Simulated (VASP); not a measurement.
# N2 in VASP: single point with PBEsol

Aim: the single point of N2 with PBEsol.

Everything below comes from runs of VASP 6.6.1. Logs are shortened: lines on timing, memory, paths and dates and some standing lists are left out, and cuts for length are marked.

## 1. The cell of the first run

The cell holds a molecule in a box, 2 atoms: a = 9.000 Å, b = 9.500 Å, c = 10.000 Å, α = 90.00°, β = 90.00°, γ = 90.00°.

## 2. Single point, PBEsol

Input file INCAR:

```
PREC = Accurate
ENCUT = 1000
EDIFF = 1E-6
ISMEAR = -1
SIGMA = 0.02
LREAL = False
LASPH = True
NELM = 120
ALGO = Normal
ISIF = 2
LWAVE = False
LCHARG = False
GGA = PS
NBANDS = 12
GGA_COMPAT = False
NELMDL = -8
```

Input file KPOINTS:

```
Automatic mesh
0
Gamma
  1 1 1
```

Input file POSCAR:

```
N
1.0
    9.0000000000      0.0000000000      0.0000000000
    0.0000000000      9.5000000000      0.0000000000
    0.0000000000      0.0000000000     10.0000000000
N
2
Direct
    0.5000000000      0.5000000000      0.4450012351
    0.5000000000      0.5000000000      0.5549987649
```

Potentials or basis: VASP PAW PBE potentials, release 64 (N_h).

The run is started by

```bash
$ cat potpaw_PBE.64/N_h/POTCAR > POTCAR
$ mpirun -np 1 vasp_gam > vasp.out
```

OUTCAR:

```text
PREC = Accurate
   ENCUT = 1000
   EDIFF = 1E-6
   ISMEAR = -1
   LREAL = False
   LASPH = True
   NELM = 120
   ISIF = 2
   GGA = PS
   NELMDL = -8

 ion  position               nearest neighbor table
   1  0.500  0.500  0.445-   2 1.10
   2  0.500  0.500  0.555-   1 1.10

  LATTYP: Found a simple orthorhombic cell.
 ALAT       =     9.0000000000
 B/A-ratio  =     1.0555555556
 C/A-ratio  =     1.1111111111

  Lattice vectors:

 A1 = (   9.0000000000,   0.0000000000,   0.0000000000)
 A2 = (   0.0000000000,   9.5000000000,   0.0000000000)
 A3 = (   0.0000000000,   0.0000000000,  10.0000000000)

Analysis of symmetry for initial positions (statically):
=====================================================================
 Subroutine PRICEL returns:
 Original cell was already a primitive cell.

 Routine SETGRP: Setting up the symmetry group for a
 simple orthorhombic supercell.

 Subroutine GETGRP returns: Found  8 space group operations
 (whereof  8 operations were pure point group operations)
 out of a pool of  8 trial point group operations.

The static configuration has the point symmetry D_2h.

Analysis of symmetry for dynamics (positions and initial velocities):
=====================================================================
 Subroutine PRICEL returns:
 Original cell was already a primitive cell.

 Routine SETGRP: Setting up the symmetry group for a
 simple orthorhombic supercell.

 Subroutine GETGRP returns: Found  8 space group operations
 (whereof  8 operations were pure point group operations)
 out of a pool of  8 trial point group operations.

The dynamic configuration has the point symmetry D_2h.

 Subroutine INISYM returns: Found  8 space group operations
 (whereof  8 operations are pure point group operations),
 and found     1 'primitive' translations

----------------------------------------------------------------------------------------

                                     Primitive cell

  volume of cell :     855.0000

  direct lattice vectors                    reciprocal lattice vectors
     9.000000000  0.000000000  0.000000000     0.111111111  0.000000000  0.000000000
     0.000000000  9.500000000  0.000000000     0.000000000  0.105263158  0.000000000
[... 55 lines left out ...]
   ISPIN  =      1    spin polarized calculation?
   LNONCOLLINEAR =      F non collinear calculations
   LSORBIT =      F    spin-orbit coupling
   LASPH  =      T    aspherical Exc in radial PAW
   ENCUT  = 1000.0 eV  73.50 Ry    8.57 a.u.  23.21 24.50 25.78*2*pi/ulx,y,z
   NELM   =    120;   NELMIN=  2; NELMDL= -8     # of ELM steps
   EDIFF  = 0.1E-05   stopping-criterion for ELM
   LREAL  =      F    real-space projection
   EDIFFG = 0.1E-04   stopping-criterion for IOM
   NSW    =      0    number of steps for IOM
   IBRION =     -1    ionic relax: 0-MD 1-quasi-New 2-CG
   NFREE  =      0    steps in history (QN), initial steepest desc. (CG)
   ISIF   =      2    stress and relaxation
   ISYM   =      2    0-nonsym 1-usesym 2-fastsym
   POTIM  = 0.5000    time-step for ionic-motion
   TEBEG  =    0.0;   TEEND  =   0.0 temperature during run
   PSTRESS=    0.0 pullay stress
   NELECT =      10.0000    total number of electrons
   NUPDOWN=      -1.0000    fix difference up-down
   EMIN   =  10.00;   EMAX   =-10.00  energy-range for DOS
   EFERMI =   0.00;   METHOD = LEGACY
   ISMEAR =    -1;   SIGMA  =   0.02  broadening in eV -4-tet -1-fermi 0-gaus
   EFERMI_NEDOS =   21; number of points for ismear=-14 and -15
   IALGO  =     38    algorithm
   IMIX   =      4    mixing-type and parameters
     AMIX     =   0.40;   BMIX     =  1.00
     AMIX_MAG =   1.60;   BMIX_MAG =  1.00
  volume/ion in A,a.u.               =     427.50      2884.91
  Fermi-wavevector in a.u.,A,eV,Ry     =   0.371609  0.702239  1.878872  0.138093
  Thomas-Fermi vector in A             =   1.299861
   LORBIT       =      0    0 simple, 1 ext, 2 COOP (PROOUT), +10 PAW based schemes
   GGA     = PS    functional components
   LHFCALC =     F    Hartree Fock is set to
   AEXX    =    0.0000 exact exchange contribution
   IVDW    =     0    specifies the selected vdW correction
   LEPSILON=     F    determine dielectric tensor
   LRPA    =     F    only Hartree local field effects (RPA)
 non-spin polarized calculation
  energy-cutoff  :     1000.00
  volume of cell :      855.00
 maximum number of plane-waves:     30729
 NGX is ok and might be reduce to    96
   NGX = 47   NGY = 49   NGZ = 51

 number of electron      10.0000000 magnetization

 Free energy of the ion-electron system (eV)
  ---------------------------------------------------
  ext. energy  EPLUGINS =         0.00000000
  ---------------------------------------------------
  free energy    TOTEN  =       -17.23300256 eV

  energy without entropy =      -17.23300256  energy(sigma->0) =      -17.23300256

 E-fermi :  -9.5159     XC(G=0):  -0.6719

 val. band max:      -10.0008359142   @ k =   0.0000   0.0000   0.0000
 cond. band min:      -1.7597112618   @ k =   0.0000   0.0000   0.0000
 fundamental gap:      8.2411246524
 Fermi energy:        -9.5158823684

 k-point     1 :       0.0000    0.0000    0.0000
  band No.  band energies     occupation
      1     -27.9755      2.00000
      2     -13.2244      2.00000
      3     -11.4318      2.00000
      4     -11.4318      2.00000
      5     -10.0008      2.00000
      6      -1.7597      0.00000
      7      -1.7593      0.00000
      8      -0.1457      0.00000
      9       1.2466      0.00000
     10       1.3270      0.00000
     11       1.3334      0.00000
     12       1.5702      0.00000

------------------------ aborting loop because EDIFF is reached ----------------------------------------

  FORCE on cell =-STRESS in cart. coord.  units (eV):
  Direction    XX          YY          ZZ          XY          YZ          ZX
  --------------------------------------------------------------------------------------
  -------------------------------------------------------------------------------------
  Total       -0.0122023     -0.0123175      0.2105253     -0.0000000      0.0000000      0.0000000
  in kB       -0.0228658     -0.0230816      0.3945016     -0.0000000      0.0000000      0.0000000
  external PRESSURE =       0.1161848 kB  Pullay stress =       0.0000000 kB

 VOLUME and BASIS-vectors are now :
 -----------------------------------------------------------------------------
  energy-cutoff  :     1000.00
  volume of cell :      855.00
      direct lattice vectors                 reciprocal lattice vectors
     9.000000000  0.000000000  0.000000000     0.111111111  0.000000000  0.000000000
     0.000000000  9.500000000  0.000000000     0.000000000  0.105263158  0.000000000
     0.000000000  0.000000000 10.000000000     0.000000000  0.000000000  0.100000000

 POSITION                                       TOTAL-FORCE (eV/Angst)
 -----------------------------------------------------------------------------------
      4.50000      4.75000      4.45001         0.000000     -0.000000     -0.202773
      4.50000      4.75000      5.54999         0.000000      0.000000      0.202773
 -----------------------------------------------------------------------------------
    total drift:                                0.000000     -0.000000      0.000000

  FREE ENERGIE OF THE ION-ELECTRON SYSTEM (eV)
  ---------------------------------------------------
  free  energy   TOTEN  =       -17.2330025561 eV

  energy  without entropy=      -17.2330025560  energy(sigma->0) =      -17.23300256
```

OSZICAR:

```text
N       E                     dE             d eps       ncg     rms          rms(c)
DAV:   1     0.984136305792E+02    0.98414E+02   -0.32217E+03    32   0.764E+02
DAV:   2     0.295036566757E+02   -0.68910E+02   -0.61875E+02    40   0.977E+01
DAV:   3    -0.137865645755E+02   -0.43290E+02   -0.43226E+02    32   0.951E+01
[... 13 lines left out ...]
DAV:  17    -0.172329612191E+02   -0.13381E-03   -0.12541E-05    28   0.182E-02    0.158E-03
DAV:  18    -0.172329923484E+02   -0.31129E-04   -0.12545E-06    32   0.569E-03    0.728E-04
DAV:  19    -0.172330009136E+02   -0.85653E-05   -0.33968E-07    28   0.261E-03    0.355E-04
DAV:  20    -0.172330021953E+02   -0.12816E-05   -0.95972E-08    28   0.130E-03    0.963E-05
DAV:  21    -0.172330025561E+02   -0.36080E-06   -0.13714E-08    24   0.593E-04
   1 F= -.17233003E+02 E0= -.17233003E+02  d E =-.297610E-10
```

stdout:

```text
POSCAR found type information on POSCAR N
 POSCAR found :  1 types and       2 ions
 scaLAPACK will be used
 -----------------------------------------------------------------------------
|                                                                             |
|                                                                             |
|     You enforced a specific xc type in the INCAR file but a different       |
|     I HOPE YOU KNOW WHAT YOU ARE DOING!                                     |
|                                                                             |
 -----------------------------------------------------------------------------

 LDA part: xc-table for (Slater+PW92), standard interpolation
 POSCAR, INCAR and KPOINTS ok, starting setup
 FFT: planning ... GRIDC
 FFT: planning ... GRID_SOFT
 FFT: planning ... GRID
 WAVECAR not read
 entering main loop
```

Wall time 2.3 min (1 thread of Intel Xeon Platinum 8259CL at 2.50GHz (Skylake/Cascade Lake), shared host); peak memory 1.5 GiB.

What came out:

```
Free energy                     : -17.2330 eV
Largest force                   : 0.203 eV/Å
Gap between the frontier levels : 8.24 eV
```

Forces on the atoms (eV/Å):
```
N    0.000  0.000 -0.203
N    0.000  0.000  0.203
```

Levels at points of the mesh, in eV from the valence-band top:
| k point | band 3 | band 4 | band 5 | band 6 | band 7 | band 8 |
| --- | --- | --- | --- | --- | --- | --- |
| (0.00, 0.00, 0.00) | -1.43 | -1.43 | 0.00 | 8.24 | 8.24 | 9.86 |

Caveat: the PAW data sets were made with another functional, which shifts forces and pressure a little.
